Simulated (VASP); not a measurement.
Write the native input for VASP 6.6.1 that does the following.

```
Task                   : single point
Functional             : PBEsol
Dispersion             : D4
Potentials or basis    : VASP PAW PBE potentials, release 64 (Zn)
Cutoff                 : 520 eV
k mesh                 : 6 × 6 × 6
Occupations            : gaussian, width 0.1 eV
Spin                   : no spin polarisation
Dipole correction      : no
Further INCAR settings : ALGO = Normal; EDIFF = 1e-06; NBANDS = 32
```

The structure of Zn lies in POSCAR:

```
Zn
1.0
    3.8008296171      0.0000000000      0.0000000000
    0.0000000000      3.8008296171      0.0000000000
    0.0000000000      0.0000000000      3.8008296171
Zn
4
Direct
    0.0000000000      0.0000000000      0.0000000000
    0.0000000000      0.5000000000      0.5000000000
    0.5000000000      0.0000000000      0.5000000000
    0.5000000000      0.5000000000      0.0000000000
```

One way to write it, as run:

INCAR

```
PREC     = Accurate       # precision mode
ENCUT    = 520            # plane-wave cutoff, eV
EDIFF    = 1E-6           # SCF threshold, eV
ISMEAR   = 0              # smearing method
SIGMA    = 0.1            # smearing width, eV
LREAL    = F              # projectors in reciprocal space
LASPH    = T              # aspherical terms in the spheres
NELM     = 100            # most SCF steps
ALGO     = Normal         # electronic algorithm
ISIF     = 2              # what is computed and relaxed
LWAVE    = F              # write WAVECAR
LCHARG   = F              # write CHGCAR
GGA      = PS             # functional
IVDW     = 13             # dispersion correction
NBANDS   = 32             # bands
```

KPOINTS

```
Automatic mesh
0
Gamma
  6 6 6
```

Potentials or basis: VASP PAW PBE potentials, release 64 (Zn).

Launch:

```bash
$ cat potpaw_PBE.64/Zn/POTCAR > POTCAR
$ mpirun -np 1 vasp_std > vasp.out
```

It gave:

The pressure is 0.5 GPa, the band gap on the k mesh is zero (band 24 reaches 5.96 eV, above the bottom of band 25 at 2.44 eV) and the dispersion energy per atom is -0.204 eV.

Caveat: the PAW data sets were made with another functional, which shifts forces and pressure a little; pairwise dispersion overbinds metals, which lowers pressure and volume.

It took 13 s on 1 thread of AMD EPYC 9R45 96-Core Processor (Zen 5), with other jobs on the host, peak memory 0.13 GiB.
